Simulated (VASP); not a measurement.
Write the native input for VASP 6.6.1 that does the following.

* Task: single point
* Functional: LDA
* Potentials or basis: VASP PAW LDA potentials, release 64 (Ti_sv, O)
* Cutoff: 520 eV
* k mesh: 7 × 7 × 10
* Occupations: fermi-dirac, width 0.05 eV
* Spin: no spin polarisation
* Dipole correction: no
* Further INCAR settings: ALGO = Normal; EDIFF = 1e-06; NBANDS = 33

The structure of TiO2 lies in POSCAR:

```
TiO2
1.0
    4.5002185834      0.0000000000      0.0000000000
    0.0000000000      4.5002185834      0.0000000000
    0.0000000000      0.0000000000      2.8985952957
Ti O
2 4
Direct
    0.0000000000      0.0000000000      0.0000000000
    0.5000000000      0.5000000000      0.5000000000
    0.3060000000      0.3060000000      0.0000000000
    0.1940000000      0.8060000000      0.5000000000
    0.6940000000      0.6940000000      0.0000000000
    0.8060000000      0.1940000000      0.5000000000
```

The input as run:

INCAR

```
  ALGO = Normal
  EDIFF = 1E-6
  ENCUT = 520
  ISIF = 2
  ISMEAR = -1
  LASPH = T
  LCHARG = F
  LREAL = F
  LWAVE = F
  NBANDS = 33
  NELM = 100
  PREC = Accurate
  SIGMA = 0.05
```

KPOINTS

```
k-points
0
Gamma
  7 7 10
```

Potentials or basis: VASP PAW LDA potentials, release 64 (Ti_sv, O).

Run with:

```bash
$ cat potpaw_LDA.64/Ti_sv/POTCAR potpaw_LDA.64/O/POTCAR > POTCAR
$ mpirun -np 1 vasp_std > vasp.out
```

It gave:

```json
{"Pressure": "9.7 GPa", "Largest force": "0.499 eV/Å", "Band gap on the k mesh": "1.97 eV"}
```

Caveat: the cell stands under pressure; an odd mesh through Γ misses points on the zone boundary, where band edges can lie.

Wall time 100 s on 1 thread of Intel Xeon 8259CL (shared host), peak memory 0.22 GiB.
